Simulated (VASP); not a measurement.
Al: relaxation of cell and atoms with PBEsol

The system is Al.

```
Al
1.0
    -1.59122    1.59122    1.59122
     1.59122   -1.59122    1.59122
     1.59122    1.59122   -1.59122
Al
1
Cartesian
  0.0000 0.0000 0.0000
```

| Property | Result |
| --- | --- |
| Program | VASP 6.6.1 |
| Task | relaxation of cell and atoms |
| Functional | PBEsol |
| Potentials or basis | VASP PAW PBE potentials, release 64 (Al) |
| Cutoff | 600 eV |
| k mesh | 9 × 9 × 9 |
| Occupations | methfessel-paxton, width 0.1 eV |
| Spin | no spin polarisation |
| Target pressure | 30 GPa |
| Dipole correction | no |
| Further INCAR settings | ALGO = Normal; EDIFF = 1e-06; IBRION = 2; EDIFFG = -0.01; NSW = 80; ISIF = 3 |

The relaxed volume is 12.99 Å³/atom and the relaxed cell is a = 2.565 Å, b = 2.565 Å, c = 2.565 Å, α = 109.47°, β = 109.47°, γ = 109.47°. The space group after relaxing (to 0.05 Å) is Im-3m (No. 229), the energy change on relaxing (the enthalpy is what falls) is +270.7 meV/atom and the ionic steps are 7. The pressure after relaxing is 30.0 GPa.

Step by step:
| step | energy change (eV) | largest force (eV/Å) | pressure (GPa) | volume (Å³) |
| --- | --- | --- | --- | --- |
| 1 | 0.0000 | 0.0000 | 2.48 | 16.12 |
| 2 | 1.1313 | 0.0000 | 88.69 | 10.48 |
| 3 | 0.2475 | 0.0000 | 28.14 | 13.11 |
| 4 | 0.2669 | 0.0000 | 29.70 | 13.01 |
| 5 | 0.2777 | 0.0000 | 30.55 | 12.95 |
| 6 | 0.2635 | 0.0000 | 29.43 | 13.03 |
| 7 | 0.2707 | 0.0000 | 29.99 | 12.99 |

Final structure:
```xyz
1
Lattice="-1.4807 1.4807 1.4807 1.4807 -1.4807 1.4807 1.4807 1.4807 -1.4807" Properties=species:S:1:pos:R:3 pbc="T T T"
Al    0.0000    0.0000    0.0000
```

Levels at points of the mesh, in eV from the Fermi level:
| k point | band 1 | band 2 | band 3 | band 4 | band 5 |
| --- | --- | --- | --- | --- | --- |
| (0.00, 0.00, 0.00) | -13.06 | 14.62 | 14.62 | 14.62 | 18.10 |

Wall time 5 s on 1 thread of Intel(R) Xeon(R) 6975P-C (Granite Rapids) (shared host), peak memory 0.13 GiB.

Caveat: the cell is relaxed towards a set pressure, so the enthalpy falls and the energy may rise; the volume moved by over 15 % at a fixed basis, so the end points are rough; the PAW data sets were made with another functional, which shifts forces and pressure a little.
